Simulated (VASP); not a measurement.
# SiNi3 (Pm-3m) in VASP: single point with PBE+U

Aim: the single point of SiNi3 with PBE+U.

All numbers are computed with VASP 6.6.1; they aren't measurements. Logs are shortened: lines on timing, memory, paths and dates and some standing lists are left out, and cuts for length are marked.

### Step 1. The cell of the first run

It takes space group Pm-3m (No. 221, cubic). The conventional cell has a = 3.605 Å, b = 3.605 Å, c = 3.605 Å, α = 90.00°, β = 90.00°, γ = 90.00°. Within 3.4 Å of Ni (site symmetry 4/mmm) lie 8 Ni at 2.55 Å and 4 Si at 2.55 Å. Within 3.4 Å of Ni (site symmetry 4/mmm) lie 8 Ni at 2.55 Å and 4 Si at 2.55 Å. Within 3.4 Å of Si (site symmetry m-3m) lie 12 Ni at 2.55 Å.

### Step 2. Single point, PBE+U, collinear spin, zero start

Input file INCAR:

```
ALGO     = Normal         # electronic algorithm
EDIFF    = 1E-6           # SCF threshold, eV
ENCUT    = 520            # plane-wave cutoff, eV
GGA      = PE             # functional
ISIF     = 2              # what is computed and relaxed
ISMEAR   = -1             # smearing method
ISPIN    = 2              # spin polarisation
LASPH    = T              # aspherical terms in the spheres
LCHARG   = F              # write CHGCAR
LDAU     = T              # DFT+U
LDAUJ    = 0 0          
LDAUL    = 2 -1           # shell
LDAUPRINT= 1            
LDAUTYPE = 2            
LDAUU    = 1.17 0         # U, eV
LMAXMIX  = 4              # l up to which the mixer works
LORBIT   = 11             # projections on sites
LREAL    = F              # projectors in reciprocal space
LWAVE    = F              # write WAVECAR
MAGMOM   = 0 0 0 0 0 0 0 0 # initial moments
NBANDS   = 48             # bands
NELM     = 150            # most SCF steps
PREC     = Accurate       # precision mode
SIGMA    = 0.1            # smearing width, eV
```

Input file KPOINTS:

```
k-points
0
Gamma
  4 4 5
```

Input file POSCAR:

```
SiNi3
1.0
   -3.6048095700     -3.6048095700      0.0000000000
   -3.6048095700      3.6048095700      0.0000000000
    0.0000000000      0.0000000000     -3.6048095700
Ni Si
6 2
Direct
    0.7500000000      0.2500000000      0.5000000000
    0.2500000000      0.7500000000      0.5000000000
    0.7500000000      0.7500000000      0.5000000000
    0.2500000000      0.2500000000      0.5000000000
    0.0000000000      0.5000000000      0.0000000000
    0.5000000000      0.0000000000      0.0000000000
    0.0000000000      0.0000000000      0.0000000000
    0.5000000000      0.5000000000      0.0000000000
```

Potentials or basis: VASP PAW PBE potentials, release 64 (Ni, Si).

Started as:

```console
$ cat potpaw_PBE.64/Ni/POTCAR potpaw_PBE.64/Si/POTCAR > POTCAR
$ mpirun -np 1 vasp_std > vasp.out
```

OUTCAR:

```text
EDIFF = 1E-6
   ENCUT = 520
   GGA = PE
   ISIF = 2
   ISMEAR = -1
   ISPIN = 2
   LASPH = T
   LORBIT = 11
   LREAL = F
   NELM = 150
   PREC = Accurate

 ion  position               nearest neighbor table
   1  0.750  0.250  0.500-   3 2.55   4 2.55   5 2.55   6 2.55   7 2.55   8 2.55   5 2.55   6 2.55
                             7 2.55   8 2.55   3 2.55   4 2.55
   2  0.250  0.750  0.500-   3 2.55   4 2.55   5 2.55   6 2.55   7 2.55   8 2.55   5 2.55   6 2.55
                             7 2.55   8 2.55   4 2.55   3 2.55
   3  0.750  0.750  0.500-   1 2.55   2 2.55   5 2.55   6 2.55   7 2.55   8 2.55   5 2.55   6 2.55
                             7 2.55   8 2.55   1 2.55   2 2.55
   4  0.250  0.250  0.500-   1 2.55   2 2.55   5 2.55   6 2.55   7 2.55   8 2.55   5 2.55   6 2.55
                             7 2.55   8 2.55   2 2.55   1 2.55
   5  0.000  0.500  0.000-   1 2.55   2 2.55   3 2.55   4 2.55   7 2.55   8 2.55   1 2.55   2 2.55
                             3 2.55   4 2.55   7 2.55   8 2.55
   6  0.500  0.000  0.000-   1 2.55   2 2.55   3 2.55   4 2.55   7 2.55   8 2.55   1 2.55   2 2.55
                             3 2.55   4 2.55   8 2.55   7 2.55
   7  0.000  0.000  0.000-   1 2.55   2 2.55   3 2.55   4 2.55   5 2.55   6 2.55   1 2.55   2 2.55
                             3 2.55   4 2.55   5 2.55   6 2.55
   8  0.500  0.500  0.000-   1 2.55   2 2.55   3 2.55   4 2.55   5 2.55   6 2.55   1 2.55   2 2.55
                             3 2.55   4 2.55   6 2.55   5 2.55

  LATTYP: Found a simple tetragonal cell.
 ALAT       =     5.0979705837
 C/A-ratio  =     0.7071067812

  Lattice vectors:

 A1 = (  -3.6048095700,  -3.6048095700,   0.0000000000)
 A2 = (  -3.6048095700,   3.6048095700,   0.0000000000)
 A3 = (   0.0000000000,   0.0000000000,  -3.6048095700)

Analysis of symmetry for initial positions (statically):
=====================================================================
 Subroutine PRICEL returns following result:

  LATTYP: Found a simple cubic cell.
 ALAT       =     3.6048095700
[... 12 lines left out ...]
 Subroutine GETGRP returns: Found 16 space group operations
 (whereof 16 operations were pure point group operations)
 out of a pool of 16 trial point group operations.

The static configuration has the point symmetry D_4h.

Analysis of symmetry for dynamics (positions and initial velocities):
=====================================================================
 Subroutine PRICEL returns following result:

  LATTYP: Found a simple cubic cell.
 ALAT       =     3.6048095700
[... 12 lines left out ...]
 Subroutine GETGRP returns: Found 16 space group operations
 (whereof 16 operations were pure point group operations)
 out of a pool of 16 trial point group operations.

The dynamic configuration has the point symmetry D_4h.

Analysis of structural, dynamic, and magnetic symmetry:
=====================================================================
 Subroutine PRICEL returns following result:

  LATTYP: Found a simple cubic cell.
 ALAT       =     3.6048095700
[... 12 lines left out ...]
 Subroutine GETGRP returns: Found 16 space group operations
 (whereof 16 operations were pure point group operations)
 out of a pool of 16 trial point group operations.

The overall configuration has the point symmetry D_4h.

 Subroutine INISYM returns: Found 16 space group operations
 (whereof 16 operations are pure point group operations),
 and found     2 'primitive' translations

----------------------------------------------------------------------------------------

                                     Primitive cell

  volume of cell :      46.8432

  direct lattice vectors                    reciprocal lattice vectors
     0.000000000 -3.604809570  0.000000000     0.000000000 -0.277407164  0.000000000
    -3.604809570  0.000000000  0.000000000    -0.277407164  0.000000000  0.000000000
     0.000000000  0.000000000 -3.604809570     0.000000000  0.000000000 -0.277407164

  length of vectors
     3.604809570  3.604809570  3.604809570     0.277407164  0.277407164  0.277407164

  position of ions in fractional coordinates (direct lattice)
     0.500000000  0.000000000  0.500000000
     0.000000000  0.500000000  0.500000000
     0.500000000  0.500000000  0.000000000
     0.000000000  0.000000000  0.000000000

  ion indices of the primitive-cell ions
   primitive index   ion index
                 1           1
                 2           3
                 3           5
                 4           7

----------------------------------------------------------------------------------------
[... 73 lines left out ...]
   PSTRESS=    0.0 pullay stress
   NELECT =      68.0000    total number of electrons
   NUPDOWN=      -1.0000    fix difference up-down
   EMIN   =  10.00;   EMAX   =-10.00  energy-range for DOS
   EFERMI =   0.00;   METHOD = LEGACY
   ISMEAR =    -1;   SIGMA  =   0.10  broadening in eV -4-tet -1-fermi 0-gaus
   EFERMI_NEDOS =   21; number of points for ismear=-14 and -15
   IALGO  =     38    algorithm
   IMIX   =      4    mixing-type and parameters
     AMIX     =   0.40;   BMIX     =  1.00
     AMIX_MAG =   1.60;   BMIX_MAG =  1.00
  volume/ion in A,a.u.               =      11.71        79.03
  Fermi-wavevector in a.u.,A,eV,Ry     =   1.471247  2.780253 29.450716  2.164567
  Thomas-Fermi vector in A             =   2.586406
   LORBIT       =     11    0 simple, 1 ext, 2 COOP (PROOUT), +10 PAW based schemes
 LDA+U is selected, type is set to LDAUTYPE =  2
   angular momentum for each species LDAUL =     2   -1
   U (eV)           for each species LDAUU =   1.2  0.0
   J (eV)           for each species LDAUJ =   0.0  0.0
   GGA     = PE    functional components
   LHFCALC =     F    Hartree Fock is set to
   AEXX    =    0.0000 exact exchange contribution
   IVDW    =     0    specifies the selected vdW correction
   LEPSILON=     F    determine dielectric tensor
   LRPA    =     F    only Hartree local field effects (RPA)
 spin polarized calculation
  energy-cutoff  :      520.00
  volume of cell :       93.69
 maximum number of plane-waves:      2537
 NGX is ok and might be reduce to    40
   NGX = 19   NGY = 19   NGZ = 13

 number of electron      68.0000066 magnetization      -0.0000502

atom =   1  type =  1  l = 2

 onsite density matrix

spin component  1
[... 182 lines left out ...]
  o =  0.8151  v =  0.0000  0.0000  0.0000  0.0000  0.0000  0.0000  0.5655 -0.0000  0.8247  0.0000      0.0000  0.0000  0.0000  0.0000  0.0000  0.0000  0.0000  0.0000  0.0000  0.0000
  o =  0.8151  v =  0.0000  0.0000  0.0000  0.0000  0.0000  0.0000 -0.8247 -0.0000  0.5655  0.0000      0.0000  0.0000  0.0000  0.0000  0.0000  0.0000  0.0000  0.0000  0.0000  0.0000
  o =  0.8151  v =  0.0000 -0.1246 -0.0000  0.9922 -0.0000  0.0000  0.0000  0.0000  0.0000  0.0000      0.0000  0.0000  0.0000  0.0000  0.0000  0.0000  0.0000  0.0000  0.0000  0.0000
  o =  0.8151  v =  0.0000 -0.9922  0.0000 -0.1246 -0.0000  0.0000  0.0000  0.0000  0.0000  0.0000      0.0000  0.0000  0.0000  0.0000  0.0000  0.0000  0.0000  0.0000  0.0000  0.0000
  o =  0.8447  v =  0.0000  0.0000  0.0000  0.0000  0.0000  1.0000  0.0000  0.0000  0.0000  0.0000      0.0000  0.0000  0.0000  0.0000  0.0000  0.0000  0.0000  0.0000  0.0000  0.0000
  o =  0.8447  v =  1.0000  0.0000  0.0000  0.0000  0.0000  0.0000  0.0000  0.0000  0.0000  0.0000      0.0000  0.0000  0.0000  0.0000  0.0000  0.0000  0.0000  0.0000  0.0000  0.0000
  o =  0.8568  v =  0.0000  0.0000  0.0000  0.0000  0.0000  0.0000 -0.0000 -0.0000  0.0000 -1.0000      0.0000  0.0000  0.0000  0.0000  0.0000  0.0000  0.0000  0.0000  0.0000  0.0000
  o =  0.8568  v =  0.0000 -0.0000  0.0000  0.0000  1.0000  0.0000  0.0000  0.0000  0.0000  0.0000      0.0000  0.0000  0.0000  0.0000  0.0000  0.0000  0.0000  0.0000  0.0000  0.0000
  o =  0.8925  v =  0.0000  0.0000  0.0000  0.0000  0.0000  0.0000 -0.0000 -1.0000 -0.0000  0.0000      0.0000  0.0000  0.0000  0.0000  0.0000  0.0000  0.0000  0.0000  0.0000  0.0000
  o =  0.8925  v =  0.0000 -0.0000 -1.0000 -0.0000  0.0000  0.0000  0.0000  0.0000  0.0000  0.0000      0.0000  0.0000  0.0000  0.0000  0.0000  0.0000  0.0000  0.0000  0.0000  0.0000

 number of electron      68.0000066 magnetization       0.0000046

 Free energy of the ion-electron system (eV)
  ---------------------------------------------------
  ext. energy  EPLUGINS =         0.00000000
  ---------------------------------------------------
  free energy    TOTEN  =       -42.43272834 eV

  energy without entropy =      -42.27171184  energy(sigma->0) =      -42.35222009

 E-fermi :   9.3151     XC(G=0): -12.6313

 val. band max:        9.2946934553   @ k =   0.2500   0.0000   0.4000
 cond. band min:       9.5630402106   @ k =   0.2500   0.2500   0.4000
 fundamental gap:      0.2683467553
 Fermi energy:         9.3151369207

 spin component 1

 k-point     1 :       0.0000    0.0000    0.0000
  band No.  band energies     occupation
      1      -1.8626      1.00000
      2       1.3251      1.00000
      3       3.7645      1.00000
      4       3.7645      1.00000
      5       4.8650      1.00000
      6       5.6651      1.00000
[... 871 lines left out ...]
     45      17.2884      0.00000
     46      17.2884      0.00000
 Fermi energy:         9.3151369207

 spin component 2

 k-point     1 :       0.0000    0.0000    0.0000
  band No.  band energies     occupation
      1      -1.8626      1.00000
      2       1.3251      1.00000
      3       3.7645      1.00000
      4       3.7645      1.00000
      5       4.8650      1.00000
      6       5.6651      1.00000
[... 871 lines left out ...]
     45      17.2884      0.00000
     46      17.2884      0.00000
 [bands above 46 left out]

------------------------ aborting loop because EDIFF is reached ----------------------------------------

  FORCE on cell =-STRESS in cart. coord.  units (eV):
  Direction    XX          YY          ZZ          XY          YZ          ZX
  --------------------------------------------------------------------------------------
  -------------------------------------------------------------------------------------
  Total       -9.4050116     -9.4050116     -9.3933121      0.0000000      0.0000000      0.0000000
  in kB     -160.8395830   -160.8395830   -160.6395046      0.0000000      0.0000000      0.0000000
  external PRESSURE =    -160.7728902 kB  Pullay stress =       0.0000000 kB

 VOLUME and BASIS-vectors are now :
 -----------------------------------------------------------------------------
  energy-cutoff  :      520.00
  volume of cell :       93.69
      direct lattice vectors                 reciprocal lattice vectors
    -3.604809570 -3.604809570  0.000000000    -0.138703582 -0.138703582  0.000000000
    -3.604809570  3.604809570  0.000000000    -0.138703582  0.138703582  0.000000000
     0.000000000  0.000000000 -3.604809570     0.000000000  0.000000000 -0.277407164

 POSITION                                       TOTAL-FORCE (eV/Angst)
 -----------------------------------------------------------------------------------
     -3.60481     -1.80240     -1.80240        -0.000000      0.000000      0.000000
     -3.60481      1.80240     -1.80240         0.000000     -0.000000      0.000000
     -5.40721      0.00000     -1.80240        -0.000000     -0.000000     -0.000000
     -1.80240      0.00000     -1.80240        -0.000000      0.000000      0.000000
     -1.80240      1.80240      0.00000         0.000000      0.000000      0.000000
     -1.80240     -1.80240      0.00000         0.000000     -0.000000      0.000000
      0.00000      0.00000      0.00000         0.000000     -0.000000      0.000000
     -3.60481      0.00000      0.00000         0.000000     -0.000000      0.000000
 -----------------------------------------------------------------------------------
    total drift:                                0.000000      0.000000     -0.000000

  FREE ENERGIE OF THE ION-ELECTRON SYSTEM (eV)
  ---------------------------------------------------
  free  energy   TOTEN  =       -42.4327283391 eV

  energy  without entropy=      -42.2717118353  energy(sigma->0) =      -42.35222009

 total charge

# of ion       s       p       d       tot
------------------------------------------
    1        0.443   0.477   8.420   9.340
    2        0.443   0.477   8.420   9.340
    3        0.443   0.477   8.420   9.340
    4        0.443   0.477   8.420   9.340
    5        0.443   0.477   8.422   9.342
    6        0.443   0.477   8.422   9.342
    7        0.735   0.769   0.000   1.503
    8        0.735   0.769   0.000   1.503
--------------------------------------------------
tot          4.128   4.400  50.522  59.051

 magnetization (x)

# of ion       s       p       d       tot
------------------------------------------
    1       -0.000  -0.000   0.000   0.000
    2       -0.000  -0.000   0.000   0.000
    3       -0.000  -0.000   0.000   0.000
    4       -0.000  -0.000   0.000   0.000
    5       -0.000  -0.000   0.000   0.000
    6       -0.000  -0.000   0.000   0.000
    7       -0.000   0.000   0.000  -0.000
    8       -0.000   0.000   0.000  -0.000
--------------------------------------------------
tot         -0.000  -0.000   0.000   0.000
```

Run time: 3.2 min. Hardware: 1 thread of Intel Xeon 8259CL, shared host; peak memory 0.3 GiB.

Results:

| Item | Value |
| --- | --- |
| Free energy | -42.4327 eV |
| Pressure | -16.1 GPa |
| Band gap on the k mesh | zero (filled and empty bands overlap) |
| Net moment | 0.00 μB per cell |
| Valence electrons inside the program's atomic spheres | Ni 9.34; Si 1.50 |

Levels at points of the mesh, in eV from the Fermi level:
Spin up:
```csv
k point,band 32,band 33,band 34,band 35,band 36,band 37
"(0.00, 0.00, 0.00)",-0.67,-0.36,-0.03,-0.02,-0.02,0.52
"(0.50, 0.00, 0.00)",-0.55,-0.33,-0.33,0.51,0.51,2.35
"(0.50, 0.50, 0.00)",-0.62,-0.02,-0.02,3.32,3.32,3.32
```
Spin down:
```
           k point  band 30  band 31  band 32  band 33  band 34  band 35  band 36  band 37  band 38  band 39
(0.00, 0.00, 0.00)    -0.67    -0.67    -0.67    -0.36    -0.03    -0.02    -0.02     0.52     0.52     4.10
(0.50, 0.00, 0.00)    -0.83    -0.55    -0.55    -0.33    -0.33     0.51     0.51     2.35     2.35     4.29
(0.50, 0.50, 0.00)    -1.11    -0.62    -0.62    -0.02    -0.02     3.32     3.32     3.32     3.32     4.71
```

Eigenvalues of the final occupation matrices:
| site | spin | trace | eigenvalues |
| --- | --- | --- | --- |
| site 1 d | 1 | 4.22 | 0.81 0.82 0.84 0.86 0.89 |
| site 1 d | 2 | 4.22 | 0.81 0.82 0.84 0.86 0.89 |
| site 2 d | 1 | 4.22 | 0.81 0.82 0.84 0.86 0.89 |
| site 2 d | 2 | 4.22 | 0.81 0.82 0.84 0.86 0.89 |
| site 3 d | 1 | 4.22 | 0.81 0.82 0.84 0.86 0.89 |
| site 3 d | 2 | 4.22 | 0.81 0.82 0.84 0.86 0.89 |
| site 4 d | 1 | 4.22 | 0.81 0.82 0.84 0.86 0.89 |
| site 4 d | 2 | 4.22 | 0.81 0.82 0.84 0.86 0.89 |
| site 5 d | 1 | 4.22 | 0.82 0.82 0.84 0.86 0.89 |
| site 5 d | 2 | 4.22 | 0.82 0.82 0.84 0.86 0.89 |
| site 6 d | 1 | 4.22 | 0.82 0.82 0.84 0.86 0.89 |
| site 6 d | 2 | 4.22 | 0.82 0.82 0.84 0.86 0.89 |

Caveat: the cell stands under tension; the U is typed as a test and isn't derived for this compound.
